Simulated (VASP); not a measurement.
## Mn: single point with PBEsol

Crystal: Mn.

```
Mn
1.0
     2.48365    0.00000    0.00000
    -1.24182    2.15090    0.00000
     0.00000    0.00000    4.14698
Mn
2
Direct
  0.66667 0.33333 0.75000
  0.33333 0.66667 0.25000
```

This cell differs from its parent crystal: strain +0.000 along x and y, +0.030 along z.

```
Program             : VASP 6.6.1
Task                : single point
Functional          : PBEsol
Potentials or basis : VASP PAW PBE potentials, release 64 (Mn_pv)
Cutoff              : 520 eV
k mesh              : 21 × 21 × 12
Occupations         : gaussian, width 0.15 eV
Spin                : no spin polarisation
```

* Pressure: -18.6 GPa
* Band gap on the k mesh: zero (band 13 reaches 10.73 eV, above the bottom of band 14 at 8.87 eV)

Stress tensor (GPa, compression positive):
```
-15.21   0.00   0.00
  0.00 -15.21   0.00
  0.00   0.00 -25.47
```

Levels at points of the mesh, in eV from the Fermi level:
```tsv
k point	band 9	band 10	band 11	band 12	band 13	band 14	band 15	band 16	band 17	band 18
(0.00, 0.00, 0.00)	-1.17	-0.90	-0.90	-0.50	-0.50	0.16	0.16	0.30	1.51	1.51
(0.00, 0.00, 0.50)	-1.65	-1.65	-0.94	-0.94	-0.94	-0.94	1.11	1.11	1.11	1.11
```

It took 2.6 min on 1 thread of Intel(R) Xeon(R) Platinum 8375C CPU @ 2.90GHz (Ice Lake), on a shared host, peak memory 0.22 GiB.

Caveat: the cell differs from its parent crystal (strain +0.000 along x and y, +0.030 along z); the PAW data sets were made with another functional, which shifts forces and pressure a little; the run has no spin polarisation, though such a crystal can be magnetic. Spin polarisation is off, so any magnetic state and its effect on volume and gap are missing.
